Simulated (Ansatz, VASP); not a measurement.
# Mg4Se in VASP and in Ansatz

```
Mg Se
1.0
     5.11055    0.00000    0.00000
     0.00000    5.11055    0.00000
     0.00000    0.00000    5.11055
Mg Se
4 1
Cartesian
  1.4814 1.4814 1.4814
  3.6292 3.6292 1.4814
  1.4814 3.6292 3.6292
  3.6292 1.4814 3.6292
  0.0000 0.0000 0.0000
```

Change from the starting cell: species swapped into the SnI4 type (P-43m, No. 215).

Alike in both runs: functional PBE; k mesh 4 × 4 × 4; occupations gaussian, width 0.2 eV; no spin polarisation.

Ansatz relaxed the structure, and its values are those at the end. VASP's run is a single point on that final structure, the one shown.

```csv
,VASP,Ansatz
version,VASP 6.6.1,Ansatz 0.2.0
potentials or method,"VASP PAW PBE potentials, release 64 (Mg, Se), cutoff 600 eV","scalar-relativistic, plane waves, PAW"
valence electrons in the cell,14,56
```

|  | VASP | Ansatz | Ansatz less VASP |
| --- | --- | --- | --- |
| gap on the k mesh at the Fermi level (eV) | none | none | - |
| pressure (GPa) | 0.1 | 0.1 | +0.08 |
| rms of the force components (eV/Å) | 0.019 | 0.016 | -0.0031 |

A gap of «none» marks a metal or a gap that the smearing closes. The functional is the same, so the differences come from potentials, cutoffs and numerics. VASP's potentials hold 14 valence electrons a cell and Ansatz's 56, so a difference there can come from the potentials and not from the codes.
